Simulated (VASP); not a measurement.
# NbAs (I4_1md) in VASP: notebook

Runs on NbAs. Level: PBEsol. Tasks: single point.

Everything below comes from runs of VASP 6.6.1. Logs are shortened: lines on timing, memory, paths and dates and some standing lists are left out, and cuts for length are marked.

## 1. The cell of the first run

The structure is tetragonal, space group I4_1md (No. 109). Conventional cell: a = 3.357 Å, b = 3.357 Å, c = 11.083 Å, α = 90.00°, β = 90.00°, γ = 90.00°. Within 3.4 Å of Nb (site symmetry 2mm) lie 6 As at 2.53 Å and 8 Nb at 3.24 to 3.36 Å. As (site symmetry 2mm) has 6 Nb at 2.53 Å and 8 As at 3.24 to 3.36 Å within 3.4 Å.

## 2. Single point, PBEsol

INCAR

```
SYSTEM = NbAs
ALGO = Normal
EDIFF = 1E-6
ENCUT = 520
GGA = PS
ISIF = 2
ISMEAR = -1
LASPH = .TRUE.
LCHARG = .FALSE.
LREAL = .FALSE.
LWAVE = .FALSE.
NBANDS = 26
NELM = 80
PREC = Accurate
SIGMA = 0.05
```

KPOINTS

```
k-points
0
G
  11 11 11
  0 0 0
```

POSCAR

```
NbAs
1.0
   -1.6783637892      1.6783637892      5.5416905802
    1.6783637892     -1.6783637892      5.5416905802
    1.6783637892      1.6783637892     -5.5416905802
Nb As
2 2
Direct
    0.4978100864     -0.0021899136      0.5000000000
    0.7478100864      0.7478100864      0.0000000000
    0.9181899136      0.4181899136      0.5000000000
    0.1681899136      0.1681899136      0.0000000000
```

Potentials or basis: VASP PAW PBE potentials, release 64 (Nb_sv, As).

Launch:

```
cat potpaw_PBE.64/Nb_sv/POTCAR potpaw_PBE.64/As/POTCAR > POTCAR
mpirun -np 1 vasp_std > vasp.out
```

OUTCAR:

```text
SYSTEM = NbAs
   EDIFF = 1E-6
   ENCUT = 520
   GGA = PS
   ISIF = 2
   ISMEAR = -1
   LASPH = .TRUE.
   LREAL = .FALSE.
   NELM = 80
   PREC = Accurate

 ion  position               nearest neighbor table
   1  0.498  0.998  0.500-   4 2.53   4 2.53   3 2.53   3 2.53   3 2.53   3 2.53
   2  0.748  0.748  0.000-   3 2.53   3 2.53   4 2.53   4 2.53   4 2.53   4 2.53
   3  0.918  0.418  0.500-   2 2.53   2 2.53   1 2.53   1 2.53   1 2.53   1 2.53
   4  0.168  0.168  0.000-   1 2.53   1 2.53   2 2.53   2 2.53   2 2.53   2 2.53

  LATTYP: Found a body centered tetragonal cell.
 ALAT       =     3.3567275784
 C/A-ratio  =     3.3018411240

  Lattice vectors:

 A1 = (  -1.6783637892,   1.6783637892,   5.5416905802)
 A2 = (   1.6783637892,  -1.6783637892,   5.5416905802)
 A3 = (   1.6783637892,   1.6783637892,  -5.5416905802)

Analysis of symmetry for initial positions (statically):
=====================================================================
 Subroutine PRICEL returns:
 Original cell was already a primitive cell.

 Routine SETGRP: Setting up the symmetry group for a
 body centered tetragonal supercell.

 Subroutine GETGRP returns: Found  8 space group operations
 (whereof  4 operations were pure point group operations)
 out of a pool of 16 trial point group operations.

The static configuration has the point symmetry C_2v.
 The point group associated with its full space group is C_4v.

Analysis of symmetry for dynamics (positions and initial velocities):
=====================================================================
 Subroutine PRICEL returns:
 Original cell was already a primitive cell.

 Routine SETGRP: Setting up the symmetry group for a
 body centered tetragonal supercell.

 Subroutine GETGRP returns: Found  8 space group operations
 (whereof  4 operations were pure point group operations)
 out of a pool of 16 trial point group operations.

The dynamic configuration has the point symmetry C_2v.
 The point group associated with its full space group is C_4v.

 Subroutine INISYM returns: Found  8 space group operations
 (whereof  4 operations are pure point group operations),
 and found     1 'primitive' translations

----------------------------------------------------------------------------------------

                                     Primitive cell

  volume of cell :      62.4417

  direct lattice vectors                    reciprocal lattice vectors
    -1.678363789  1.678363789  5.541690580     0.000000000  0.297909192  0.090225175
     1.678363789 -1.678363789  5.541690580     0.297909192  0.000000000  0.090225175
     1.678363789  1.678363789 -5.541690580     0.297909192  0.297909192  0.000000000

  length of vectors
     6.028610495  6.028610495  6.028610495     0.311272338  0.311272338  0.421307219

  position of ions in fractional coordinates (direct lattice)
     0.497810086  0.997810086  0.500000000
     0.747810086  0.747810086  0.000000000
     0.918189914  0.418189914  0.500000000
     0.168189914  0.168189914  0.000000000

  ion indices of the primitive-cell ions
   primitive index   ion index
                 1           1
                 2           2
                 3           3
                 4           4

----------------------------------------------------------------------------------------

 KPOINTS: k-points

Automatic generation of k-mesh.
 Grid dimensions read from file:
 generate k-points for:   11   11   11

 Generating k-lattice:

  Cartesian coordinates                     Fractional coordinates (reciprocal lattice)
     0.000000000  0.027082654  0.008202289     0.090909091  0.000000000  0.000000000
     0.027082654  0.000000000  0.008202289     0.000000000  0.090909091  0.000000000
     0.027082654  0.027082654  0.000000000     0.000000000  0.000000000  0.090909091

  Length of vectors
     0.028297485  0.028297485  0.038300656

  Shift w.r.t. Gamma in fractional coordinates (k-lattice)
     0.000000000  0.000000000  0.000000000

 Subroutine IBZKPT returns following result:
 ===========================================

 Found    126 irreducible k-points:

 Following reciprocal coordinates:
            Coordinates               Weight
  0.000000  0.000000  0.000000      1.000000
  0.090909 -0.000000  0.000000      8.000000
  0.181818  0.000000  0.000000      8.000000
  0.272727 -0.000000  0.000000      8.000000
  0.363636  0.000000  0.000000      8.000000
  0.454545 -0.000000  0.000000      8.000000
[... 16 lines left out ...]
 -0.272727  0.181818 -0.000000     16.000000
 -0.181818  0.181818  0.000000      4.000000
 [... further k-points ...]
   k-points           NKPTS =    126   k-points in BZ     NKDIM =    126   number of bands    NBANDS=     26
   number of dos      NEDOS =    301   number of ions     NIONS =      4
   total plane-waves  NPLWV = 110592
   dimension x,y,z NGX =    48 NGY =   48 NGZ =   48
   dimension x,y,z NGXF=    96 NGYF=   96 NGZF=   96
   ions per type =               2   2
   NGX,Y,Z   is equivalent  to a cutoff of  13.24, 13.24, 13.24 a.u.
   NGXF,Y,Z  is equivalent  to a cutoff of  26.47, 26.47, 26.47 a.u.
 SYSTEM =  NbAs
   PREC   = accura    normal or accurate (medium, high low for compatibility)
   ISTART =      0    job   : 0-new  1-cont  2-samecut
   ICHARG =      2    charge: 1-file 2-atom 10-const
   ISPIN  =      1    spin polarized calculation?
   LNONCOLLINEAR =      F non collinear calculations
   LSORBIT =      F    spin-orbit coupling
   LASPH  =      T    aspherical Exc in radial PAW
   ENCUT  =  520.0 eV  38.22 Ry    6.18 a.u.  11.21 11.21 11.21*2*pi/ulx,y,z
   NELM   =     80;   NELMIN=  2; NELMDL= -5     # of ELM steps
   EDIFF  = 0.1E-05   stopping-criterion for ELM
   LREAL  =      F    real-space projection
   EDIFFG = 0.1E-04   stopping-criterion for IOM
   NSW    =      0    number of steps for IOM
   IBRION =     -1    ionic relax: 0-MD 1-quasi-New 2-CG
   NFREE  =      0    steps in history (QN), initial steepest desc. (CG)
   ISIF   =      2    stress and relaxation
   ISYM   =      2    0-nonsym 1-usesym 2-fastsym
   POTIM  = 0.5000    time-step for ionic-motion
   TEBEG  =    0.0;   TEEND  =   0.0 temperature during run
   PSTRESS=    0.0 pullay stress
   NELECT =      36.0000    total number of electrons
   NUPDOWN=      -1.0000    fix difference up-down
   EMIN   =  10.00;   EMAX   =-10.00  energy-range for DOS
   EFERMI =   0.00;   METHOD = LEGACY
   ISMEAR =    -1;   SIGMA  =   0.05  broadening in eV -4-tet -1-fermi 0-gaus
   EFERMI_NEDOS =   21; number of points for ismear=-14 and -15
   IALGO  =     38    algorithm
   IMIX   =      4    mixing-type and parameters
     AMIX     =   0.40;   BMIX     =  1.00
     AMIX_MAG =   1.60;   BMIX_MAG =  1.00
  volume/ion in A,a.u.               =      15.61       105.34
  Fermi-wavevector in a.u.,A,eV,Ry     =   1.362545  2.574837 25.259607  1.856529
  Thomas-Fermi vector in A             =   2.489025
   LORBIT       =      0    0 simple, 1 ext, 2 COOP (PROOUT), +10 PAW based schemes
   GGA     = PS    functional components
   LHFCALC =     F    Hartree Fock is set to
   AEXX    =    0.0000 exact exchange contribution
   IVDW    =     0    specifies the selected vdW correction
   LEPSILON=     F    determine dielectric tensor
   LRPA    =     F    only Hartree local field effects (RPA)
 non-spin polarized calculation
  energy-cutoff  :      520.00
  volume of cell :       62.44
 maximum number of plane-waves:      1700
 NGX is ok and might be reduce to    48
   NGX = 23   NGY = 23   NGZ = 23

 number of electron      36.0000000 magnetization

 Free energy of the ion-electron system (eV)
  ---------------------------------------------------
  ext. energy  EPLUGINS =         0.00000000
  ---------------------------------------------------
  free energy    TOTEN  =       -34.75920320 eV

  energy without entropy =      -34.75381841  energy(sigma->0) =      -34.75651081

 E-fermi :  10.9499     XC(G=0): -12.5018

 val. band max:       10.9241138477   @ k =  -0.1818   0.2727   0.1818
 cond. band min:      10.9540889441   @ k =   0.4545  -0.0000   0.0000
 fundamental gap:      0.0299750964
 Fermi energy:        10.9499138733

 k-point     1 :       0.0000    0.0000    0.0000
  band No.  band energies     occupation
      1     -43.8198      2.00000
      2     -43.7652      2.00000
      3     -20.2176      2.00000
      4     -20.0136      2.00000
      5     -20.0136      2.00000
      6     -19.8241      2.00000
[... 18 lines left out ...]
     25      15.3150      0.00000
     26      15.3233      0.00000

 k-point     2 :       0.0909   -0.0000    0.0000
  band No.  band energies     occupation
      1     -43.8174      2.00000
      2     -43.7645      2.00000
      3     -20.2086      2.00000
      4     -20.0380      2.00000
      5     -20.0113      2.00000
      6     -19.8475      2.00000
[... 18 lines left out ...]
     25      15.6424      0.00000
     26      15.7110      0.00000

 k-point     3 :       0.1818    0.0000    0.0000
  band No.  band energies     occupation
      1     -43.8110      2.00000
      2     -43.7630      2.00000
      3     -20.1914      2.00000
      4     -20.0953      2.00000
      5     -20.0052      2.00000
      6     -19.9068      2.00000
[... 18 lines left out ...]
     25      16.0187      0.00000
     26      16.6190      0.00000

 k-point     4 :       0.2727   -0.0000    0.0000
  band No.  band energies     occupation
      1     -43.8023      2.00000
      2     -43.7613      2.00000
      3     -20.2253      2.00000
      4     -20.1148      2.00000
      5     -19.9971      2.00000
      6     -19.9750      2.00000
[... 18 lines left out ...]
     25      16.1530      0.00000
     26      17.5333      0.00000

 k-point     5 :       0.3636    0.0000    0.0000
  band No.  band energies     occupation
      1     -43.7936      2.00000
      2     -43.7604      2.00000
      3     -20.2974      2.00000
      4     -20.1116      2.00000
      5     -20.0076      2.00000
      6     -19.9895      2.00000
[... 18 lines left out ...]
     25      16.0585      0.00000
     26      18.0156      0.00000

 k-point     6 :       0.4545   -0.0000    0.0000
  band No.  band energies     occupation
      1     -43.7879      2.00000
      2     -43.7603      2.00000
      3     -20.3433      2.00000
      4     -20.1310      2.00000
      5     -19.9958      2.00000
      6     -19.9849      2.00000
[... 427 lines left out ...]
 k-point    21 :      -0.4545    0.1818   -0.0000
  band No.  band energies     occupation
      1     -43.7813      2.00000
      2     -43.7561      2.00000
      3     -20.3251      2.00000
      4     -20.1193      2.00000
      5     -20.0690      2.00000
      6     -19.9837      2.00000
[... 18 lines left out ...]
     25      15.8925      0.00000
     26      17.7687      0.00000

 k-point    22 :      -0.3636    0.1818   -0.0000
  band No.  band energies     occupation
      1     -43.7879      2.00000
      2     -43.7552      2.00000
      3     -20.2798      2.00000
      4     -20.1130      2.00000
      5     -20.0579      2.00000
      6     -20.0042      2.00000
[... 18 lines left out ...]
     25      15.9232      0.00000
     26      17.7919      0.00000

 k-point    23 :      -0.2727    0.1818   -0.0000
  band No.  band energies     occupation
      1     -43.7964      2.00000
      2     -43.7563      2.00000
      3     -20.2097      2.00000
      4     -20.1248      2.00000
      5     -20.0580      2.00000
      6     -19.9695      2.00000
[... 18 lines left out ...]
     25      15.8936      0.00000
     26      17.3224      0.00000

 k-point    24 :      -0.1818    0.1818    0.0000
  band No.  band energies     occupation
      1     -43.8044      2.00000
      2     -43.7587      2.00000
      3     -20.1797      2.00000
      4     -20.1046      2.00000
      5     -20.0638      2.00000
      6     -19.9071      2.00000
[... 18 lines left out ...]
     25      15.3121      0.00000
     26      16.9183      0.00000

 [... further k-points ...]
[... 5 lines left out ...]
  --------------------------------------------------------------------------------------
  -------------------------------------------------------------------------------------
  Total        7.9470118      7.9470118      7.8685595      0.0000000      0.0000000      0.0000000
  in kB      203.9106805    203.9106805    201.8976898      0.0000000      0.0000000      0.0000000
  external PRESSURE =     203.2396836 kB  Pullay stress =       0.0000000 kB

 VOLUME and BASIS-vectors are now :
 -----------------------------------------------------------------------------
  energy-cutoff  :      520.00
  volume of cell :       62.44
      direct lattice vectors                 reciprocal lattice vectors
    -1.678363789  1.678363789  5.541690580     0.000000000  0.297909192  0.090225175
     1.678363789 -1.678363789  5.541690580     0.297909192  0.000000000  0.090225175
     1.678363789  1.678363789 -5.541690580     0.297909192  0.297909192  0.000000000

 POSITION                                       TOTAL-FORCE (eV/Angst)
 -----------------------------------------------------------------------------------
      1.67836      0.00000      5.51742         0.000000      0.000000      0.001716
      0.00000      0.00000      8.28826         0.000000      0.000000      0.001716
      0.00000      1.67836      4.63496        -0.000000      0.000000     -0.001716
      0.00000      0.00000      1.86411         0.000000     -0.000000     -0.001716
 -----------------------------------------------------------------------------------
    total drift:                               -0.000000     -0.000000      0.000124

  FREE ENERGIE OF THE ION-ELECTRON SYSTEM (eV)
  ---------------------------------------------------
  free  energy   TOTEN  =       -34.7592031984 eV

  energy  without entropy=      -34.7538184118  energy(sigma->0) =      -34.75651081
```

Run time: 3.4 min. Hardware: 1 thread of Intel Xeon 6975P-C (Granite Rapids), shared host; peak memory 0.43 GiB.

Results:

```yaml
Free_energy: -34.7592 eV
Pressure: 20.3 GPa
```

Stress tensor (GPa, compression positive):
```
20.39  0.00  0.00
 0.00 20.39  0.00
 0.00  0.00 20.19
```

Caveat: the cell stands under pressure; the PAW data sets were made with another functional, which shifts forces and pressure a little.

## 3. Single point, PBEsol

This run uses another cell than the first one, of 16.29 Å³/atom.

INCAR is that of step 2.

KPOINTS is that of step 2.

POSCAR

```
NbAs
1.0
   -1.6966374109      1.6966374109      5.6586775884
    1.6966374109     -1.6966374109      5.6586775884
    1.6966374109      1.6966374109     -5.6586775884
Nb As
2 2
Direct
    0.4982851345     -0.0017148655      0.5000000000
    0.7482851345      0.7482851345      0.0000000000
    0.9177148655      0.4177148655      0.5000000000
    0.1677148655      0.1677148655      0.0000000000
```

Potentials or basis: VASP PAW PBE potentials, release 64 (Nb_sv, As).

Launch:

```
cat potpaw_PBE.64/Nb_sv/POTCAR potpaw_PBE.64/As/POTCAR > POTCAR
mpirun -np 1 vasp_std > vasp.out
```

Run time: 3.4 min. Hardware: 1 thread of Intel Xeon 6975P-C (Granite Rapids), shared host; peak memory 0.44 GiB.

Results (log left out):

* Free energy: -35.0161 eV
* Pressure: 10.2 GPa
* Band gap on the k mesh: zero (filled and empty bands touch)

Stress tensor (GPa, compression positive):
```
10.28  0.00  0.00
 0.00 10.28  0.00
 0.00  0.00 10.14
```

Levels at points of the mesh, in eV from the Fermi level:
| k point | band 16 | band 17 | band 18 | band 19 | band 20 | band 21 |
| --- | --- | --- | --- | --- | --- | --- |
| (0.00, 0.00, 0.00) | -1.78 | -1.44 | -1.44 | 0.70 | 1.37 | 2.73 |

Caveat: the cell stands under pressure; the PAW data sets were made with another functional, which shifts forces and pressure a little.
